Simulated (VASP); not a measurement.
Here is a VASP 6.6.1 calculation.

File INCAR:

```
PREC     = Accurate       # precision mode
ENCUT    = 600            # plane-wave cutoff, eV
EDIFF    = 1E-6           # SCF threshold, eV
ISMEAR   = 0              # smearing method
SIGMA    = 0.05           # smearing width, eV
LREAL    = False          # projectors in reciprocal space
LASPH    = True           # aspherical terms in the spheres
NELM     = 120            # most SCF steps
ALGO     = Normal         # electronic algorithm
ISIF     = 2              # what is computed and relaxed
LWAVE    = False          # write WAVECAR
LCHARG   = False          # write CHGCAR
GGA      = PE             # functional
NBANDS   = 35             # bands
GGA_COMPAT= False
```

Contents of KPOINTS:

```
Automatic mesh
0
Gamma
  4 4 4
```

Contents of POSCAR:

```
ZnF2
1.0
    4.6945138502      0.0000000000      0.0000000000
    0.0000000000      4.6945138502      0.0000000000
    0.0000000000      0.0000000000      3.1460092533
Zn F
2 4
Direct
    0.0000000000      0.0000000000      0.0000000000
    0.5000000000      0.5000000000      0.5000000000
    0.3027439746      0.3027439746      0.0000000000
    0.1972560254      0.8027439746      0.5000000000
    0.6972560254      0.6972560254      0.0000000000
    0.8027439746      0.1972560254      0.5000000000
```

Potentials or basis: VASP PAW PBE potentials, release 64 (Zn, F).

Command:

```bash
$ cat potpaw_PBE.64/Zn/POTCAR potpaw_PBE.64/F/POTCAR > POTCAR
$ mpirun -np 1 vasp_std > vasp.out
```

(1) Estimate the band gap on the k mesh.

(2) Predict the pressure.

## Answers

(1) 3.47 eV.

(2) 6.5 GPa.

Caveat: the k points lie up to 0.50 Å⁻¹ apart.
